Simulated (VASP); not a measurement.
# Rh (P6_3/mmc) in VASP: a series of runs

The runs below take Rh through relaxation of cell and atoms, with PBEsol+D3(BJ), BLYP+D3(BJ).

All numbers are computed with VASP 6.6.1; they aren't measurements. Logs are shortened: lines on timing, memory, paths and dates and some standing lists are left out, and cuts for length are marked.

## (1) The cell of the first run

It takes space group P6_3/mmc (No. 194, hexagonal). The conventional cell has a = 2.692 Å, b = 2.692 Å, c = 8.798 Å, α = 90.00°, β = 90.00°, γ = 120.00°. Rh (site symmetry -3m) has 12 Rh at 2.69 Å within 3.5 Å. Rh (site symmetry -6m2) has 12 Rh at 2.69 Å within 3.5 Å.

This isn't the form of Rh at room conditions, which is fcc.

## (2) Relaxation of cell and atoms, PBEsol+D3(BJ)

Input file INCAR:

```
SYSTEM = Rh
ALGO     = Normal         ! electronic algorithm
EDIFF    = 1E-6           ! SCF threshold, eV
EDIFFG   = -0.02          ! ionic threshold
ENCUT    = 600            ! plane-wave cutoff, eV
GGA      = PS             ! functional
IBRION   = 2              ! ionic algorithm
ISIF     = 3              ! what is computed and relaxed
ISMEAR   = 1              ! smearing method
IVDW     = 12             ! dispersion correction
LASPH    = .True.         ! aspherical terms in the spheres
LCHARG   = .False.        ! write CHGCAR
LREAL    = .False.        ! projectors in reciprocal space
LWAVE    = .False.        ! write WAVECAR
NELM     = 80             ! most SCF steps
NSW      = 80             ! ionic steps
PREC     = Accurate       ! precision mode
SIGMA    = 0.1            ! smearing width, eV
```

Input file KPOINTS:

```
k-points
0
Gamma
  11 11 3
  0 0 0
```

Input file POSCAR:

```
Rh
1.0
    2.6917400000      0.0000000000      0.0000000000
   -1.3458700000      2.3311200000      0.0000000000
    0.0000000000      0.0000000000      8.7980700000
Rh
4
Direct
    0.0000000000      0.0000000000      0.0000000000
    0.3333333333      0.6666666667      0.2500000000
    0.0000000000      0.0000000000      0.5000000000
    0.6666666667      0.3333333333      0.7500000000
```

Potentials or basis: VASP PAW PBE potentials, release 64 (Rh_pv).

Run with:

```console
$ cat potpaw_PBE.64/Rh_pv/POTCAR > POTCAR
$ mpirun -np 1 vasp_std > vasp.out
```

OUTCAR:

```text
SYSTEM = Rh
   EDIFF = 1E-6
   EDIFFG = -0.02
   ENCUT = 600
   GGA = PS
   IBRION = 2
   ISIF = 3
   ISMEAR = 1
   IVDW = 12
   LASPH = .True.
   LREAL = .False.
   NELM = 80
   NSW = 80
   PREC = Accurate
 IVDW          = 12

 ion  position               nearest neighbor table
   1  0.000  0.000  0.000-   2 2.69   4 2.69   4 2.69   2 2.69   4 2.69   2 2.69
   2  0.333  0.667  0.250-   1 2.69   3 2.69   1 2.69   3 2.69   1 2.69   3 2.69
   3  0.000  0.000  0.500-   2 2.69   4 2.69   4 2.69   2 2.69   4 2.69   2 2.69
   4  0.667  0.333  0.750-   1 2.69   3 2.69   1 2.69   3 2.69   1 2.69   3 2.69

  LATTYP: Found a hexagonal cell.
 ALAT       =     2.6917400000
 C/A-ratio  =     3.2685437672

  Lattice vectors:

 A1 = (   2.6917400000,   0.0000000000,   0.0000000000)
 A2 = (  -1.3458700000,   2.3311200000,   0.0000000000)
 A3 = (   0.0000000000,   0.0000000000,   8.7980700000)

Analysis of symmetry for initial positions (statically):
=====================================================================
 Subroutine PRICEL returns:
 Original cell was already a primitive cell.

 Routine SETGRP: Setting up the symmetry group for a
 hexagonal supercell.

 Subroutine GETGRP returns: Found 24 space group operations
 (whereof 12 operations were pure point group operations)
 out of a pool of 24 trial point group operations.

The static configuration has the point symmetry D_3d.
 The point group associated with its full space group is D_6h.

Analysis of symmetry for dynamics (positions and initial velocities):
=====================================================================
 Subroutine PRICEL returns:
 Original cell was already a primitive cell.

 Routine SETGRP: Setting up the symmetry group for a
 hexagonal supercell.

 Subroutine GETGRP returns: Found 24 space group operations
 (whereof 12 operations were pure point group operations)
 out of a pool of 24 trial point group operations.

The dynamic configuration has the point symmetry D_3d.
 The point group associated with its full space group is D_6h.

 Subroutine INISYM returns: Found 24 space group operations
 (whereof 12 operations are pure point group operations),
 and found     1 'primitive' translations

----------------------------------------------------------------------------------------

                                     Primitive cell

  volume of cell :      55.2059

  direct lattice vectors                    reciprocal lattice vectors
     2.691740000  0.000000000  0.000000000     0.371506906  0.214489173  0.000000000
    -1.345870000  2.331120000  0.000000000     0.000000000  0.428978345  0.000000000
     0.000000000  0.000000000  8.798070000     0.000000000  0.000000000  0.113661292

  length of vectors
     2.691740000  2.691744139  8.798070000     0.428979005  0.428978345  0.113661292

[... 72 lines left out ...]
   NGX,Y,Z   is equivalent  to a cutoff of  14.82, 14.82, 13.23 a.u.
   NGXF,Y,Z  is equivalent  to a cutoff of  29.65, 29.65, 26.45 a.u.
 SYSTEM =  Rh
   PREC   = accura    normal or accurate (medium, high low for compatibility)
   ISTART =      0    job   : 0-new  1-cont  2-samecut
   ICHARG =      2    charge: 1-file 2-atom 10-const
   ISPIN  =      1    spin polarized calculation?
   LNONCOLLINEAR =      F non collinear calculations
   LSORBIT =      F    spin-orbit coupling
   LASPH  =      T    aspherical Exc in radial PAW
   ENCUT  =  600.0 eV  44.10 Ry    6.64 a.u.   5.38  5.38 17.57*2*pi/ulx,y,z
   NELM   =     80;   NELMIN=  2; NELMDL= -5     # of ELM steps
   EDIFF  = 0.1E-05   stopping-criterion for ELM
   LREAL  =      F    real-space projection
   EDIFFG = -.2E-01   stopping-criterion for IOM
   NSW    =     80    number of steps for IOM
   IBRION =      2    ionic relax: 0-MD 1-quasi-New 2-CG
   NFREE  =      1    steps in history (QN), initial steepest desc. (CG)
   ISIF   =      3    stress and relaxation
   ISYM   =      2    0-nonsym 1-usesym 2-fastsym
   POTIM  = 0.5000    time-step for ionic-motion
   TEBEG  =    0.0;   TEEND  =   0.0 temperature during run
   PSTRESS=    0.0 pullay stress
   NELECT =      60.0000    total number of electrons
   NUPDOWN=      -1.0000    fix difference up-down
   EMIN   =  10.00;   EMAX   =-10.00  energy-range for DOS
   EFERMI =   0.00;   METHOD = LEGACY
   ISMEAR =     1;   SIGMA  =   0.10  broadening in eV -4-tet -1-fermi 0-gaus
   EFERMI_NEDOS =   21; number of points for ismear=-14 and -15
   IALGO  =     38    algorithm
   IMIX   =      4    mixing-type and parameters
     AMIX     =   0.40;   BMIX     =  1.00
     AMIX_MAG =   1.60;   BMIX_MAG =  1.00
  volume/ion in A,a.u.               =      13.80        93.14
  Fermi-wavevector in a.u.,A,eV,Ry     =   1.683179  3.180746 38.546532  2.833090
  Thomas-Fermi vector in A             =   2.766426
   LORBIT       =      0    0 simple, 1 ext, 2 COOP (PROOUT), +10 PAW based schemes
   GGA     = PS    functional components
   LHFCALC =     F    Hartree Fock is set to
   AEXX    =    0.0000 exact exchange contribution
   IVDW    =    12    specifies the selected vdW correction
   LEPSILON=     F    determine dielectric tensor
   LRPA    =     F    only Hartree local field effects (RPA)
 conjugate gradient relaxation of ions
 non-spin polarized calculation
 Methfessel and Paxton  Order N= 1 SIGMA  =   0.10
  energy-cutoff  :      600.00
  volume of cell :       55.21
 maximum number of plane-waves:      1895
 NGX is ok and might be reduce to    24
   NGX = 11   NGY = 11   NGZ = 35

--------------------------------------- Ionic step        1  -------------------------------------------

 number of electron      59.9999987 magnetization

 Free energy of the ion-electron system (eV)
  ---------------------------------------------------
  ext. energy  EPLUGINS =         0.00000000
  ---------------------------------------------------
  free energy    TOTEN  =       -32.44351410 eV

  energy without entropy =      -32.43760072  energy(sigma->0) =      -32.44154298

------------------------ aborting loop because EDIFF is reached ----------------------------------------

 Edisp (eV)   -2.42344

 E8    (eV) :    -1.6326
[... 243 lines left out ...]
--------------------------------------- Ionic step        7  -------------------------------------------

 number of electron      60.0000015 magnetization

 Free energy of the ion-electron system (eV)
  ---------------------------------------------------
  ext. energy  EPLUGINS =         0.00000000
  ---------------------------------------------------
  free energy    TOTEN  =       -32.43309698 eV

  energy without entropy =      -32.42694211  energy(sigma->0) =      -32.43104536

 E-fermi :  12.5609     XC(G=0): -14.4901

 val. band max:       12.5542123098   @ k =   0.2727   0.0909   0.0000
 cond. band min:      12.5667332793   @ k =   0.3636   0.0000   0.3333
 fundamental gap:      0.0125209696
 Fermi energy:        12.5609190163

 k-point     1 :       0.0000    0.0000    0.0000
  band No.  band energies     occupation
      1     -34.7184      2.00000
      2     -34.2979      2.00000
      3     -34.2976      2.00000
      4     -33.9666      2.00000
      5     -33.9666      2.00000
      6     -33.9093      2.00000
[... 925 lines left out ...]
     35      15.1080      0.00000
     36      17.2012      0.00000

 [... further k-points ...]

------------------------ aborting loop because EDIFF is reached ----------------------------------------

 Edisp (eV)   -2.53849

 E8    (eV) :    -1.7100
[... 27 lines left out ...]
  FREE ENERGIE OF THE ION-ELECTRON SYSTEM (eV)
  ---------------------------------------------------
  free  energy   TOTEN  =       -34.9715918097 eV

  energy  without entropy=      -34.9654369414  energy(sigma->0) =      -34.96954019

 reached required accuracy - stopping structural energy minimisation
```

OSZICAR:

```text
N       E                     dE             d eps       ncg     rms          rms(c)
DAV:   1     0.826441927317E+03    0.82644E+03   -0.40094E+04  2336   0.214E+03
DAV:   2    -0.457484998387E+01   -0.83102E+03   -0.81407E+03  2392   0.635E+02
DAV:   3    -0.345419103819E+02   -0.29967E+02   -0.28529E+02  2468   0.124E+02
[... 64 lines left out ...]
DAV:   2    -0.324331979956E+02    0.48771E-03   -0.62473E-04  2328   0.209E-01    0.609E-02
DAV:   3    -0.324331910984E+02    0.68972E-05   -0.71694E-04  2372   0.280E-01    0.933E-02
DAV:   4    -0.324330971523E+02    0.93946E-04   -0.41701E-04  2400   0.233E-01    0.121E-02
DAV:   5    -0.324330970349E+02    0.11734E-06   -0.11844E-05  2344   0.281E-02    0.382E-03
DAV:   6    -0.324330969806E+02    0.54326E-07   -0.69846E-07  1152   0.806E-03
   7 F= -.34971592E+02 E0= -.34969540E+02  d E =-.290151E-03
```

Run time: 7.7 min. Hardware: 1 thread of Intel Xeon 8259CL, shared host; peak memory 0.24 GiB.

What came out:

| Quantity | Value |
| --- | --- |
| Free energy | -34.9716 eV |
| Relaxed volume | 13.18 Å³/atom |
| Relaxed cell | a = 2.655 Å, b = 2.655 Å, c = 8.638 Å, α = 90.00°, β = 90.00°, γ = 120.00° |
| Space group after relaxing (to 0.1 Å) | P6_3/mmc (No. 194) |
| Energy gained by relaxing | 26.2 meV/atom |
| Ionic steps | 7 |
| Pressure after relaxing | 0.2 GPa |
| Band gap on the k mesh | zero (bands 30 and 31 overlap by 1.76 eV) |
| Dispersion energy per atom | -0.635 eV |

The path:
```
step  energy change (eV)  largest force (eV/Å)  pressure (GPa)  volume (Å³)
   1              0.0000                0.0000          -12.98        55.21
   2              0.7688                0.0000           52.49        46.74
   3             -0.1041                0.0000           -0.64        52.86
   4             -0.1044                0.0000           -0.13        52.77
   5             -0.1043                0.0000            0.17        52.72
   6             -0.1046                0.0000            0.16        52.73
   7             -0.1046                0.0000            0.17        52.73
```

Final structure:
```
Rh
1.0
     2.65490    0.00000    0.00000
    -1.32745    2.29922    0.00000
     0.00000    0.00000    8.63771
Rh
4
Direct
  0.00000 0.00000 0.00000
  0.33333 0.66667 0.25000
  0.00000 0.00000 0.50000
  0.66667 0.33333 0.75000
```

Caveat: the PAW data sets were made with another functional, which shifts forces and pressure a little.

## (3) Relaxation of cell and atoms, BLYP+D3(BJ)

Input file INCAR:

```
PREC = Accurate
ENCUT = 600
EDIFF = 1E-6
ISMEAR = 1
SIGMA = 0.1
LREAL = False
LASPH = True
NELM = 60
ALGO = Normal
ISIF = 3
LWAVE = False
LCHARG = False
GGA = B5
ALDAX = 1.0
AGGAX = 1.0
AGGAC = 1.0
ALDAC = 0.0
IVDW = 12
VDW_S6 = 1.0
VDW_S8 = 2.6996
VDW_A1 = 0.4298
VDW_A2 = 4.2359
IBRION = 2
NSW = 80
EDIFFG = -0.02
```

Input file KPOINTS:

```
Automatic mesh
0
Gamma
  11 11 3
```

POSCAR is that of step 2.

Potentials or basis: VASP PAW PBE potentials, release 64 (Rh_pv).

Run with:

```console
$ cat potpaw_PBE.64/Rh_pv/POTCAR > POTCAR
$ mpirun -np 1 vasp_std > vasp.out
```

OUTCAR:

```text
PREC = Accurate
   ENCUT = 600
   EDIFF = 1E-6
   ISMEAR = 1
   LREAL = False
   LASPH = True
   NELM = 60
   ISIF = 3
   GGA = B5
   IVDW = 12
   IBRION = 2
   NSW = 80
   EDIFFG = -0.02
 IVDW          = 12

 ion  position               nearest neighbor table
   1  0.000  0.000  0.000-   2 2.69   4 2.69   4 2.69   2 2.69   4 2.69   2 2.69
   2  0.333  0.667  0.250-   1 2.69   3 2.69   1 2.69   3 2.69   1 2.69   3 2.69
   3  0.000  0.000  0.500-   2 2.69   4 2.69   4 2.69   2 2.69   4 2.69   2 2.69
   4  0.667  0.333  0.750-   1 2.69   3 2.69   1 2.69   3 2.69   1 2.69   3 2.69

  LATTYP: Found a hexagonal cell.
 ALAT       =     2.6917400000
 C/A-ratio  =     3.2685437672

  Lattice vectors:

 A1 = (   2.6917400000,   0.0000000000,   0.0000000000)
 A2 = (  -1.3458700000,   2.3311200000,   0.0000000000)
 A3 = (   0.0000000000,   0.0000000000,   8.7980700000)

Analysis of symmetry for initial positions (statically):
=====================================================================
 Subroutine PRICEL returns:
 Original cell was already a primitive cell.

 Routine SETGRP: Setting up the symmetry group for a
 hexagonal supercell.

 Subroutine GETGRP returns: Found 24 space group operations
 (whereof 12 operations were pure point group operations)
[... 152 lines left out ...]
   LRPA    =     F    only Hartree local field effects (RPA)
 conjugate gradient relaxation of ions
 non-spin polarized calculation
 Methfessel and Paxton  Order N= 1 SIGMA  =   0.10
  energy-cutoff  :      600.00
  volume of cell :       55.21
 maximum number of plane-waves:      1895
 NGX is ok and might be reduce to    24
   NGX = 11   NGY = 11   NGZ = 35

--------------------------------------- Ionic step        1  -------------------------------------------

 number of electron      59.9999987 magnetization

 Free energy of the ion-electron system (eV)
  ---------------------------------------------------
  ext. energy  EPLUGINS =         0.00000000
  ---------------------------------------------------
  free energy    TOTEN  =       -24.31464245 eV

  energy without entropy =      -24.30931678  energy(sigma->0) =      -24.31286723

------------------------ aborting loop because EDIFF is reached ----------------------------------------

 Edisp (eV)   -5.95053

 E8    (eV) :    -4.4306
[... 159 lines left out ...]
--------------------------------------- Ionic step        5  -------------------------------------------

 number of electron      59.9999985 magnetization

 Free energy of the ion-electron system (eV)
  ---------------------------------------------------
  ext. energy  EPLUGINS =         0.00000000
  ---------------------------------------------------
  free energy    TOTEN  =       -24.34787525 eV

  energy without entropy =      -24.34223649  energy(sigma->0) =      -24.34599566

 E-fermi :  12.2789     XC(G=0): -13.3249

 val. band max:       12.2734291638   @ k =   0.2727   0.0909   0.0000
 cond. band min:      12.2915724924   @ k =   0.1818   0.0909   0.3333
 fundamental gap:      0.0181433287
 Fermi energy:        12.2789055042

 k-point     1 :       0.0000    0.0000    0.0000
  band No.  band energies     occupation
      1     -34.6391      2.00000
      2     -34.2855      2.00000
      3     -34.2789      2.00000
      4     -34.0039      2.00000
      5     -34.0039      2.00000
      6     -33.9585      2.00000
[... 925 lines left out ...]
     35      14.7831      0.00000
     36      16.8473      0.00000

 [... further k-points ...]

------------------------ aborting loop because EDIFF is reached ----------------------------------------

 Edisp (eV)   -5.91937

 E8    (eV) :    -4.4072
[... 27 lines left out ...]
  FREE ENERGIE OF THE ION-ELECTRON SYSTEM (eV)
  ---------------------------------------------------
  free  energy   TOTEN  =       -30.2672421170 eV

  energy  without entropy=      -30.2616033532  energy(sigma->0) =      -30.26536253

 reached required accuracy - stopping structural energy minimisation
```

OSZICAR:

```text
N       E                     dE             d eps       ncg     rms          rms(c)
DAV:   1     0.837015834874E+03    0.83702E+03   -0.40218E+04  2336   0.214E+03
DAV:   2     0.380264566580E+01   -0.83321E+03   -0.81646E+03  2400   0.636E+02
DAV:   3    -0.256201069018E+02   -0.29423E+02   -0.28029E+02  2464   0.123E+02
DAV:   4    -0.260019877706E+02   -0.38188E+00   -0.38066E+00  2408   0.141E+01
[... 41 lines left out ...]
DAV:   2    -0.243479996789E+02    0.74072E-03   -0.12108E-03  2340   0.286E-01    0.680E-02
DAV:   3    -0.243479216720E+02    0.78007E-04   -0.45247E-04  2420   0.195E-01    0.656E-02
DAV:   4    -0.243478829916E+02    0.38680E-04   -0.30347E-04  2424   0.194E-01    0.237E-02
DAV:   5    -0.243478757507E+02    0.72409E-05   -0.22805E-05  2368   0.495E-02    0.621E-03
DAV:   6    -0.243478752508E+02    0.49994E-06   -0.20489E-06  1240   0.122E-02
   5 F= -.30267242E+02 E0= -.30265363E+02  d E =-.316938E-03
```

CONTCAR:

```text
Rh
   1.00000000000000
     2.7007935754354193   -0.0000000000000000    0.0000000000000000
    -1.3503967877177097    2.3389606745728813   -0.0000000000000000
     0.0000000000000000   -0.0000000000000000    8.7828741065279008
  Rh
     4
Direct
     0.0000000000000000    0.0000000000000000    0.0000000000000000
     0.3333333332999970    0.6666666667000030    0.2500000000000000
     0.0000000000000000    0.0000000000000000    0.5000000000000000
     0.6666666667000030    0.3333333332999970    0.7500000000000000

  0.00000000E+00  0.00000000E+00  0.00000000E+00
  0.00000000E+00  0.00000000E+00  0.00000000E+00
  0.00000000E+00  0.00000000E+00  0.00000000E+00
  0.00000000E+00  0.00000000E+00  0.00000000E+00
```

Run time: 7.2 min. Hardware: 1 thread of Intel Xeon 8259CL, shared host; peak memory 0.24 GiB.

Results:

| Item | Value |
| --- | --- |
| Free energy | -30.2672 eV |
| Relaxed volume | 13.87 Å³/atom |
| Relaxed cell | a = 2.701 Å, b = 2.701 Å, c = 8.783 Å, α = 90.00°, β = 90.00°, γ = 120.00° |
| Space group after relaxing (to 0.1 Å) | P6_3/mmc (No. 194) |
| Energy gained by relaxing | 0.5 meV/atom |
| Ionic steps | 5 |
| Pressure after relaxing | 0.0 GPa |
| Band gap on the k mesh | zero (bands 30 and 31 overlap by 1.65 eV) |
| Dispersion energy per atom | -1.480 eV |

The path:
```csv
step,energy change (eV),largest force (eV/Å),pressure (GPa),volume (Å³)
1,0.0000,0.0000,1.33,55.21
2,0.0041,0.0000,-2.92,56.12
3,-0.0018,0.0000,-0.26,55.53
4,-0.0020,0.0000,0.07,55.46
5,-0.0021,0.0000,0.00,55.48
```

Final structure:
```yaml
crystal:
  lattice:
    - [2.70079, 0.00000, 0.00000]
    - [-1.35040, 2.33896, 0.00000]
    - [0.00000, 0.00000, 8.78287]
  atoms:
    - { symbol: Rh, position: [0.00000, 0.00000, 0.00000] }
    - { symbol: Rh, position: [0.33333, 0.66667, 0.25000] }
    - { symbol: Rh, position: [0.00000, 0.00000, 0.50000] }
    - { symbol: Rh, position: [0.66667, 0.33333, 0.75000] }
```

Caveat: the dispersion term is far too large for a dense solid, which distorts pressure and volume; the PAW data sets were made with another functional, which shifts forces and pressure a little.
